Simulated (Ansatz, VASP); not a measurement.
# Two plane-wave programs on Mn3Cu

```
Mn Cu
1.0
     0.00000    2.91961    2.91961
     2.91961    0.00000    2.91961
     2.91961    2.91961    0.00000
Mn Cu
3 1
Cartesian
  1.4598 1.4598 1.4598
  4.3794 4.3794 4.3794
  2.9196 2.9196 2.9196
  0.0000 0.0000 0.0000
```

Alike in both runs: task relaxation of cell and atoms; functional PBE; k mesh 12 × 12 × 12; occupations gaussian, width 0.1 eV; no spin polarisation.

|  | VASP | Ansatz |
| --- | --- | --- |
| version | VASP 6.6.1 | Ansatz 0.2.0 |
| potentials or method | VASP PAW PBE potentials, release 64 (Mn_pv, Cu), cutoff 600 eV | scalar-relativistic, plane waves, PAW |
| valence electrons in the cell | 50 | 64 |

|  | VASP | Ansatz | Ansatz less VASP |
| --- | --- | --- | --- |
| gap on the k mesh at the Fermi level, each at its own relaxed structure (eV) | none | none | - |
| relaxed volume (Å³/atom) | 11.08 | 11.07 | -0.009 |
| relaxed length of the cell vector where the two differ most in proportion (Å) | 3.972 | 3.971 | -0.0011 |

A gap of «none» marks a metal or a gap that the smearing closes. VASP's potentials hold 50 valence electrons a cell and Ansatz's 64, so a difference there can come from the potentials and not from the codes.
